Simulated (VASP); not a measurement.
# Se (P3_221) in VASP: a series of runs

The runs below take Se through relaxation of shape and atoms at fixed volume, single point, with PBEsol.

Everything below comes from runs of VASP 6.6.1. Logs are shortened: lines on timing, memory, paths and dates and some standing lists are left out, and cuts for length are marked.

**1. The cell of the first run**

It takes space group P3_221 (No. 154, trigonal). Conventional cell: a = 3.932 Å, b = 3.932 Å, c = 5.078 Å, α = 90.00°, β = 90.00°, γ = 120.00°. Se (site symmetry 2) has 6 Se at 2.42 to 3.09 Å within 3.2 Å.

**2. Relaxation of shape and atoms at fixed volume, PBEsol (22.67 Å³/atom)**

The input, INCAR:

```
PREC = Accurate ; ENCUT = 600
EDIFF = 1E-6 ; ISMEAR = 0
SIGMA = 0.02 ; LREAL = F
LASPH = T ; NELM = 80
ALGO = Normal ; ISIF = 4
LWAVE = F ; LCHARG = F
GGA = PS ; IBRION = 2
NSW = 50 ; EDIFFG = -0.01
```

The input, KPOINTS:

```
regular mesh
0
Gamma
  12 12 8
```

The input, POSCAR:

```
Se
1.0
    3.9320348561      0.0000000000      0.0000000000
   -1.9660174281      3.4052420740      0.0000000000
    0.0000000000      0.0000000000      5.0783284878
Se
3
Direct
    0.2536110300      0.0000000000      0.1666666667
    0.0000000000      0.2536110300      0.8333333333
    0.7463889700      0.7463889700      0.5000000000
```

Potentials or basis: VASP PAW PBE potentials, release 64 (Se).

Started as:

```sh
> cat potpaw_PBE.64/Se/POTCAR > POTCAR
> mpirun -np 1 vasp_std > vasp.out
```

OUTCAR:

```text
PREC = Accurate
   ENCUT = 600
   EDIFF = 1E-6
   ISMEAR = 0
   LREAL = F
   LASPH = T
   NELM = 80
   ISIF = 4
   GGA = PS
   IBRION = 2
   NSW = 50
   EDIFFG = -0.01

 ion  position               nearest neighbor table
   1  0.254  0.000  0.167-   3 2.42   2 2.42
   2  0.000  0.254  0.833-   3 2.42   1 2.42
   3  0.746  0.746  0.500-   1 2.42   2 2.42

  LATTYP: Found a hexagonal cell.
 ALAT       =     3.9320348561
 C/A-ratio  =     1.2915268236

  Lattice vectors:

 A1 = (   3.9320348561,   0.0000000000,   0.0000000000)
 A2 = (  -1.9660174281,   3.4052420740,   0.0000000000)
 A3 = (   0.0000000000,   0.0000000000,   5.0783284878)

Analysis of symmetry for initial positions (statically):
=====================================================================
 Subroutine PRICEL returns:
 Original cell was already a primitive cell.

 Routine SETGRP: Setting up the symmetry group for a
 hexagonal supercell.

 Subroutine GETGRP returns: Found  6 space group operations
 (whereof  2 operations were pure point group operations)
 out of a pool of 24 trial point group operations.

The static configuration has the point symmetry C_2 .
 The point group associated with its full space group is D_3 .

Analysis of symmetry for dynamics (positions and initial velocities):
=====================================================================
 Subroutine PRICEL returns:
 Original cell was already a primitive cell.

 Routine SETGRP: Setting up the symmetry group for a
 hexagonal supercell.

 Subroutine GETGRP returns: Found  6 space group operations
 (whereof  2 operations were pure point group operations)
 out of a pool of 24 trial point group operations.

The dynamic configuration has the point symmetry C_2 .
 The point group associated with its full space group is D_3 .

 Subroutine INISYM returns: Found  6 space group operations
 (whereof  2 operations are pure point group operations),
 and found     1 'primitive' translations

----------------------------------------------------------------------------------------

                                     Primitive cell

  volume of cell :      67.9964

  direct lattice vectors                    reciprocal lattice vectors
     3.932034856  0.000000000  0.000000000     0.254321245  0.146832439  0.000000000
    -1.966017428  3.405242074  0.000000000     0.000000000  0.293664879  0.000000000
     0.000000000  0.000000000  5.078328488     0.000000000  0.000000000  0.196915186

  length of vectors
     3.932034856  3.932034856  5.078328488     0.293664879  0.293664879  0.196915186

  position of ions in fractional coordinates (direct lattice)
     0.253611030  0.000000000  0.166666667
     0.000000000  0.253611030  0.833333333
     0.746388970  0.746388970  0.500000000

  ion indices of the primitive-cell ions
   primitive index   ion index
                 1           1
                 2           2
                 3           3

----------------------------------------------------------------------------------------

 KPOINTS: regular mesh

Automatic generation of k-mesh.
 Grid dimensions read from file:
 generate k-points for:   12   12    8

 Generating k-lattice:

  Cartesian coordinates                     Fractional coordinates (reciprocal lattice)
     0.021193437  0.012236037  0.000000000     0.083333333  0.000000000  0.000000000
     0.000000000  0.024472073  0.000000000     0.000000000  0.083333333  0.000000000
     0.000000000  0.000000000  0.024614398     0.000000000  0.000000000  0.125000000

  Length of vectors
     0.024472073  0.024472073  0.024614398

  Shift w.r.t. Gamma in fractional coordinates (k-lattice)
     0.000000000  0.000000000  0.000000000

 Subroutine IBZKPT returns following result:
 ===========================================

 Found    131 irreducible k-points:

 Following reciprocal coordinates:
            Coordinates               Weight
  0.000000  0.000000  0.000000      1.000000
  0.083333  0.000000  0.000000      6.000000
  0.166667 -0.000000  0.000000      6.000000
  0.250000  0.000000  0.000000      6.000000
  0.333333  0.000000  0.000000      6.000000
  0.416667 -0.000000  0.000000      6.000000
[... 16 lines left out ...]
  0.166667 -0.000000  0.125000      6.000000
  0.000000  0.166667  0.125000      6.000000
 [... further k-points ...]
   k-points           NKPTS =    131   k-points in BZ     NKDIM =    131   number of bands    NBANDS=     13
   number of dos      NEDOS =    301   number of ions     NIONS =      3
   total plane-waves  NPLWV =  43008
   dimension x,y,z NGX =    32 NGY =   32 NGZ =   42
   dimension x,y,z NGXF=    64 NGYF=   64 NGZF=   84
   ions per type =               3
   NGX,Y,Z   is equivalent  to a cutoff of  13.53, 13.53, 13.75 a.u.
   NGXF,Y,Z  is equivalent  to a cutoff of  27.06, 27.06, 27.50 a.u.
 SYSTEM =  unknown system
   PREC   = accura    normal or accurate (medium, high low for compatibility)
   ISTART =      0    job   : 0-new  1-cont  2-samecut
   ICHARG =      2    charge: 1-file 2-atom 10-const
   ISPIN  =      1    spin polarized calculation?
   LNONCOLLINEAR =      F non collinear calculations
   LSORBIT =      F    spin-orbit coupling
   LASPH  =      T    aspherical Exc in radial PAW
   ENCUT  =  600.0 eV  44.10 Ry    6.64 a.u.   7.85  7.85 10.14*2*pi/ulx,y,z
   NELM   =     80;   NELMIN=  2; NELMDL= -5     # of ELM steps
   EDIFF  = 0.1E-05   stopping-criterion for ELM
   LREAL  =      F    real-space projection
   EDIFFG = -.1E-01   stopping-criterion for IOM
   NSW    =     50    number of steps for IOM
   IBRION =      2    ionic relax: 0-MD 1-quasi-New 2-CG
   NFREE  =      1    steps in history (QN), initial steepest desc. (CG)
   ISIF   =      4    stress and relaxation
   ISYM   =      2    0-nonsym 1-usesym 2-fastsym
   POTIM  = 0.5000    time-step for ionic-motion
   TEBEG  =    0.0;   TEEND  =   0.0 temperature during run
   PSTRESS=    0.0 pullay stress
   NELECT =      18.0000    total number of electrons
   NUPDOWN=      -1.0000    fix difference up-down
   EMIN   =  10.00;   EMAX   =-10.00  energy-range for DOS
   EFERMI =   0.00;   METHOD = LEGACY
   ISMEAR =     0;   SIGMA  =   0.02  broadening in eV -4-tet -1-fermi 0-gaus
   EFERMI_NEDOS =   21; number of points for ismear=-14 and -15
   IALGO  =     38    algorithm
   IMIX   =      4    mixing-type and parameters
     AMIX     =   0.40;   BMIX     =  1.00
     AMIX_MAG =   1.60;   BMIX_MAG =  1.00
  volume/ion in A,a.u.               =      22.67       152.95
  Fermi-wavevector in a.u.,A,eV,Ry     =   1.051164  1.986411 15.033686  1.104945
  Thomas-Fermi vector in A             =   2.186196
   LORBIT       =      0    0 simple, 1 ext, 2 COOP (PROOUT), +10 PAW based schemes
   GGA     = PS    functional components
   LHFCALC =     F    Hartree Fock is set to
   AEXX    =    0.0000 exact exchange contribution
   IVDW    =     0    specifies the selected vdW correction
   LEPSILON=     F    determine dielectric tensor
   LRPA    =     F    only Hartree local field effects (RPA)
 conjugate gradient relaxation of ions
 non-spin polarized calculation
 Gauss-broadening in eV      SIGMA  =   0.02
  energy-cutoff  :      600.00
  volume of cell :       68.00
 maximum number of plane-waves:      2288
   NGX = 15   NGY = 15   NGZ = 21

--------------------------------------- Ionic step        1  -------------------------------------------

 number of electron      18.0000000 magnetization

 Free energy of the ion-electron system (eV)
  ---------------------------------------------------
  ext. energy  EPLUGINS =         0.00000000
  ---------------------------------------------------
  free energy    TOTEN  =       -11.52546712 eV

  energy without entropy =      -11.52546712  energy(sigma->0) =      -11.52546712

------------------------ aborting loop because EDIFF is reached ----------------------------------------

  FORCE on cell =-STRESS in cart. coord.  units (eV):
  Direction    XX          YY          ZZ          XY          YZ          ZX
  --------------------------------------------------------------------------------------
  -------------------------------------------------------------------------------------
  Total        1.3141781      1.3141781      1.8584740     -0.0000000      0.0000000     -0.0000000
  in kB       30.9655403     30.9655403     43.7906037     -0.0000000      0.0000000     -0.0000000
  external PRESSURE =      35.2405614 kB  Pullay stress =       0.0000000 kB
[... 59 lines left out ...]
  energy  without entropy=      -11.5349637664  energy(sigma->0) =      -11.53496377

--------------------------------------- Ionic step        3  -------------------------------------------

 number of electron      18.0000001 magnetization

 E-fermi :   4.5941     XC(G=0): -10.0012

 val. band max:        4.5107878215   @ k =   0.3333   0.3333   0.5000
 cond. band min:       4.7331600256   @ k =   0.3333   0.3333   0.5000
 fundamental gap:      0.2223722041
 Fermi energy:         4.5940907960

 k-point     1 :       0.0000    0.0000    0.0000
  band No.  band energies     occupation
      1     -11.9298      2.00000
      2      -7.7167      2.00000
      3      -7.7167      2.00000
      4       0.7693      2.00000
      5       1.1403      2.00000
      6       1.1403      2.00000
      7       2.4998      2.00000
      8       2.4998      2.00000
      9       3.6942      2.00000
     10       5.7972      0.00000
     11       5.7972      0.00000
     12       6.5132      0.00000
     13      10.6507      0.00000
[... 402 lines left out ...]
  energy  without entropy=      -11.5380797259  energy(sigma->0) =      -11.53807973

--------------------------------------- Ionic step        4  -------------------------------------------

 number of electron      18.0000001 magnetization

 Free energy of the ion-electron system (eV)
  ---------------------------------------------------
  ext. energy  EPLUGINS =         0.00000000
  ---------------------------------------------------
  free energy    TOTEN  =       -11.53814928 eV

  energy without entropy =      -11.53814928  energy(sigma->0) =      -11.53814928

 E-fermi :   4.5900     XC(G=0):  -9.9999

 val. band max:        4.5109531625   @ k =   0.3333   0.3333   0.5000
 cond. band min:       4.7410474401   @ k =   0.3333   0.3333   0.5000
 fundamental gap:      0.2300942777
 Fermi energy:         4.5899538712

 k-point     1 :       0.0000    0.0000    0.0000
  band No.  band energies     occupation
      1     -11.9379      2.00000
      2      -7.7162      2.00000
      3      -7.7162      2.00000
      4       0.7580      2.00000
      5       1.1308      2.00000
      6       1.1308      2.00000
      7       2.4956      2.00000
      8       2.4956      2.00000
      9       3.6999      2.00000
     10       5.8029      0.00000
     11       5.8029      0.00000
     12       6.5146      0.00000
     13      10.6478      0.00000
[... 398 lines left out ...]
  FREE ENERGIE OF THE ION-ELECTRON SYSTEM (eV)
  ---------------------------------------------------
  free  energy   TOTEN  =       -11.5381492818 eV

  energy  without entropy=      -11.5381492818  energy(sigma->0) =      -11.53814928

 reached required accuracy - stopping structural energy minimisation
```

Wall time 1.8 min (1 thread of Intel Xeon 6975P-C (Granite Rapids), shared host); peak memory 0.28 GiB.

What came out:

- Free energy: -11.5381 eV
- Energy gained by relaxing: 4.2 meV/atom
- Ionic steps: 4
- Pressure after relaxing: 1.9 GPa
- Largest force after relaxing: 0.007 eV/Å
- Band gap on the k mesh: 0.23 eV

Forces in eV/Å, atoms in the order of the input:
```
Se  -0.007  0.000  0.000
Se   0.004 -0.006  0.000
Se   0.004  0.006  0.000
```

Stress tensor (GPa, compression positive):
```
1.84 0.00 0.00
0.00 1.84 0.00
0.00 0.00 1.94
```

The path:
| step | energy change (eV) | largest force (eV/Å) | pressure (GPa) | volume (Å³) |
| --- | --- | --- | --- | --- |
| 1 | 0.0000 | 0.2603 | 3.52 | 68.00 |
| 2 | -0.0095 | 0.1214 | 2.69 | 68.00 |
| 3 | -0.0126 | 0.0236 | 1.77 | 68.00 |
| 4 | -0.0127 | 0.0072 | 1.87 | 68.00 |

Final structure:
```
Se
1.0
     3.90858    0.00000    0.00000
    -1.95429    3.38493    0.00000
     0.00000    0.00000    5.13946
Se
3
Direct
  0.26019 0.00000 0.16667
  0.00000 0.26019 0.83333
  0.73981 0.73981 0.50000
```

Caveat: the PAW data sets were made with another functional, which shifts forces and pressure a little. A k mesh can miss the band edges.

**3. Relaxation of shape and atoms at fixed volume, PBEsol (23.39 Å³/atom)**

This run uses another cell than the first one, of 23.39 Å³/atom.

The input, INCAR:

```
PREC = Accurate
ENCUT = 600
EDIFF = 1E-6
ISMEAR = 0
SIGMA = 0.02
LREAL = False
LASPH = True
NELM = 100
ALGO = Normal
ISIF = 4
LWAVE = False
LCHARG = False
GGA = PS
IBRION = 2
NSW = 50
EDIFFG = -0.01
```

The input, KPOINTS:

```
Automatic mesh
0
Gamma
  12 12 8
```

The input, POSCAR:

```
Se
1.0
    3.9976735472      0.0000000000      0.0000000000
   -1.9988367736      3.4620868479      0.0000000000
    0.0000000000      0.0000000000      5.0697288878
Se
3
Direct
    0.2487357192      0.0000000000      0.1666666667
    0.0000000000      0.2487357192      0.8333333333
    0.7512642808      0.7512642808      0.5000000000
```

Potentials or basis: VASP PAW PBE potentials, release 64 (Se).

Started as:

```sh
> cat potpaw_PBE.64/Se/POTCAR > POTCAR
> mpirun -np 1 vasp_std > vasp.out
```

OUTCAR:

```text
PREC = Accurate
   ENCUT = 600
   EDIFF = 1E-6
   ISMEAR = 0
   LREAL = False
   LASPH = True
   NELM = 100
   ISIF = 4
   GGA = PS
   IBRION = 2
   NSW = 50
   EDIFFG = -0.01

 ion  position               nearest neighbor table
   1  0.249  0.000  0.167-   3 2.41   2 2.41
   2  0.000  0.249  0.833-   3 2.41   1 2.41
   3  0.751  0.751  0.500-   2 2.41   1 2.41

  LATTYP: Found a hexagonal cell.
 ALAT       =     3.9976735472
 C/A-ratio  =     1.2681698062

  Lattice vectors:

 A1 = (   3.9976735472,   0.0000000000,   0.0000000000)
 A2 = (  -1.9988367736,   3.4620868479,   0.0000000000)
 A3 = (   0.0000000000,   0.0000000000,   5.0697288878)

Analysis of symmetry for initial positions (statically):
[... 413 lines left out ...]
 cond. band min:       4.4387565080   @ k =   0.3333   0.3333   0.5000
 fundamental gap:      0.3183295951
 Fermi energy:         4.2045247729

 k-point     1 :       0.0000    0.0000    0.0000
  band No.  band energies     occupation
      1     -12.1294      2.00000
      2      -7.9783      2.00000
      3      -7.9783      2.00000
      4       0.3999      2.00000
      5       0.7047      2.00000
      6       0.7047      2.00000
      7       2.1653      2.00000
      8       2.1653      2.00000
      9       3.4456      2.00000
     10       5.4661      0.00000
     11       5.4661      0.00000
     12       6.1319      0.00000
     13      10.3123      0.00000
[... 354 lines left out ...]
  band No.  band energies     occupation
      1     -11.8527      2.00000
      2      -8.7788      2.00000
      3      -7.2304      2.00000
      4      -0.6975      2.00000
      5       0.1337      2.00000
      6       0.5263      2.00000
      7       2.3159      2.00000
      8       2.5115      2.00000
      9       3.0412      2.00000
     10       5.4965      0.00000
     11       5.7994      0.00000
     12       6.2258      0.00000
     13      10.0693      0.00000

 [... further k-points ...]
[... 5 lines left out ...]
  --------------------------------------------------------------------------------------
  -------------------------------------------------------------------------------------
  Total        0.3562485      0.3562485      0.3555926     -0.0000000     -0.0000000      0.0000000
  in kB        8.1345509      8.1345509      8.1195749     -0.0000000     -0.0000000      0.0000000
  external PRESSURE =       8.1295589 kB  Pullay stress =       0.0000000 kB
[... 18 lines left out ...]
  FREE ENERGIE OF THE ION-ELECTRON SYSTEM (eV)
  ---------------------------------------------------
  free  energy   TOTEN  =       -11.5560079232 eV

  energy  without entropy=      -11.5560079232  energy(sigma->0) =      -11.55600792

 reached required accuracy - stopping structural energy minimisation
```

It took 2.4 min on 1 thread of Intel Xeon 6975P-C (Granite Rapids), shared host; peak memory 0.28 GiB.

What came out:

```yaml
Free_energy: -11.5560 eV
Energy_gained_by_relaxing: 4.0 meV/atom
Ionic_steps: 7
Pressure_after_relaxing: 0.8 GPa
Largest_force_after_relaxing: 0.004 eV/Å
Band_gap_on_the_k_mesh: 0.32 eV
```

Forces in eV/Å, atoms in the order of the input:
```
Se   0.004  0.000  0.000
Se  -0.002  0.003  0.000
Se  -0.002 -0.003  0.000
```

Step by step:
```
step  energy change (eV)  largest force (eV/Å)  pressure (GPa)  volume (Å³)
   1              0.0000                0.2607            2.41        70.17
   2             -0.0092                0.1141            1.57        70.17
   3             -0.0119                0.0286            0.70        70.17
   4             -0.0120                0.0115            0.80        70.17
   5             -0.0120                0.0069            0.84        70.17
   6             -0.0121                0.0031            0.83        70.17
   7             -0.0121                0.0040            0.81        70.17
```

Final structure:
```cif
data_structure
_symmetry_space_group_name_H-M 'P 1'
_symmetry_Int_Tables_number 1
_cell_length_a 3.9710
_cell_length_b 3.9710
_cell_length_c 5.1381
_cell_angle_alpha 90.000
_cell_angle_beta 90.000
_cell_angle_gamma 120.000
_cell_volume 70.17
loop_
_atom_site_label
_atom_site_type_symbol
_atom_site_fract_x
_atom_site_fract_y
_atom_site_fract_z
_atom_site_occupancy
Se1 Se 0.25446 0.00000 0.16667 1
Se2 Se 0.00000 0.25446 0.83333 1
Se3 Se 0.74554 0.74554 0.50000 1
```

Levels at points of the mesh, in eV from the valence-band top:
| k point | band 7 | band 8 | band 9 | band 10 | band 11 | band 12 |
| --- | --- | --- | --- | --- | --- | --- |
| (0.00, 0.00, 0.00) | -1.96 | -1.96 | -0.67 | 1.35 | 1.35 | 2.01 |
| (0.50, 0.00, 0.00) | -3.93 | -1.46 | -1.01 | 1.26 | 1.46 | 3.98 |
| (0.00, 0.00, 0.50) | -1.50 | -1.34 | -1.34 | 0.77 | 0.78 | 0.78 |
| (0.50, 0.00, 0.50) | -2.69 | -2.21 | -0.17 | 1.13 | 2.39 | 3.00 |

Caveat: the PAW data sets were made with another functional, which shifts forces and pressure a little. A k mesh can miss the band edges.

[end of part 1 of 2]
